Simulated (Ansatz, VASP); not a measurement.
**Si2W3: VASP beside Ansatz**

```
Si W
1.0
     6.62374    0.00000    0.00000
     0.00000    6.62374    0.00000
     0.00000    0.00000    3.31799
Si W
4 6
Direct
  0.63421 0.13421 0.00000
  0.36579 0.86579 0.00000
  0.13421 0.36579 0.00000
  0.86579 0.63421 0.00000
  0.00000 0.00000 0.00000
  0.50000 0.50000 0.00000
  0.15972 0.65972 0.50000
  0.84028 0.34028 0.50000
  0.65972 0.84028 0.50000
  0.34028 0.15972 0.50000
```

Alike in both runs: functional PBE; k mesh 6 × 6 × 12; occupations gaussian, width 0.1 eV; no spin polarisation.

Ansatz relaxed the structure, and its values are those at the end. VASP's run is a single point on that final structure, the one shown.

```csv
,VASP,Ansatz
version,VASP 6.6.1,Ansatz 0.2.0
potentials or method,"VASP PAW PBE potentials, release 64 (Si, W_sv), cutoff 520 eV","scalar-relativistic, plane waves, PAW"
valence electrons in the cell,100,100
```

```csv
,VASP,Ansatz,Ansatz less VASP
gap on the k mesh at the Fermi level (eV),none,none,-
pressure (GPa),0.2,0.0,-0.16
rms of the force components (eV/Å),0.004,0.000,-0.0036
```

A gap of «none» marks a metal or a gap that the smearing closes. The functional is the same, so the differences come from potentials, cutoffs and numerics.

Neither program's run includes spin-orbit coupling.
